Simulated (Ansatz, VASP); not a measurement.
# AlN: VASP beside Ansatz

Contents of INCAR:

```
SYSTEM = AlN
ALGO = Normal
EDIFF = 1E-7
ENCUT = 520
GGA = PS
ISIF = 2
ISMEAR = 0
LASPH = .TRUE.
LCHARG = .TRUE.
LELF = .TRUE.
LREAL = .FALSE.
LVHAR = .TRUE.
LWAVE = .FALSE.
NBANDS = 16
NELM = 80
PREC = Accurate
SIGMA = 0.05
```

Contents of KPOINTS:

```
k-points
0
G
  9 9 6
  0 0 0
```

Contents of POSCAR:

```
AlN
1.0
    3.1576671839      0.0000000000      0.0000000000
   -1.5788335919      2.7346199979      0.0000000000
    0.0000000000      0.0000000000      4.8286600000
Al N
2 2
Direct
    0.3333333333      0.6666666667      0.0000000000
    0.6666666667      0.3333333333      0.5000000000
    0.3333333333      0.6666666667      0.3850000000
    0.6666666667      0.3333333333      0.8850000000
```

Input for Ansatz:

```yaml
crystal:
  lattice:
    - [3.1576671839, 0.0, 0.0]
    - [-1.5788335919, 2.7346199979, 0.0]
    - [0.0, 0.0, 4.82866]
  atoms:
    - { symbol: Al, position: [0.3333333333, 0.6666666667, 0.0] }
    - { symbol: Al, position: [0.6666666667, 0.3333333333, 0.5] }
    - { symbol: "N", position: [0.3333333333, 0.6666666667, 0.385] }
    - { symbol: "N", position: [0.6666666667, 0.3333333333, 0.885] }
basis:
  ecutwfc: 420
kpoints:
  mp_grid: { grid: [9, 9, 6] }
hamiltonian:
  xc: pbesol
scf:
  occupations: { method: gaussian, width: 0.05 }
output:
  forces: true
  stress: true
  eigenvalues: true
```

Change from the starting cell: strain +0.015 along x and y, -0.030 along z, atoms carried along.

Alike in both runs: task single point; functional PBEsol; k mesh 9 × 9 × 6; occupations gaussian, width 0.05 eV; no spin polarisation.

```csv
,VASP,Ansatz
version,VASP 6.6.1,Ansatz 0.2.0
potentials or method,"VASP PAW PBE potentials, release 64 (Al, N), cutoff 520 eV","scalar-relativistic, plane waves, PAW"
valence electrons in the cell,16,16
```

|  | VASP | Ansatz | Ansatz less VASP |
| --- | --- | --- | --- |
| gap on the k mesh at the Fermi level (eV) | 3.97 | 3.95 | -0.015 |
| least direct gap on the mesh (eV) | 3.97 | 3.95 | -0.015 |
| pressure (GPa) | 0.5 | 0.5 | +0.02 |
| traceless stress, the component that is largest in VASP (GPa) | 10.69 | 10.55 | -0.143 |
| rms of the force components (eV/Å) | 0.257 | 0.252 | -0.0050 |

VASP's potentials were made for PBE, not for PBEsol. Atom by atom the forces differ by 0.005 eV/Å (rms over components).
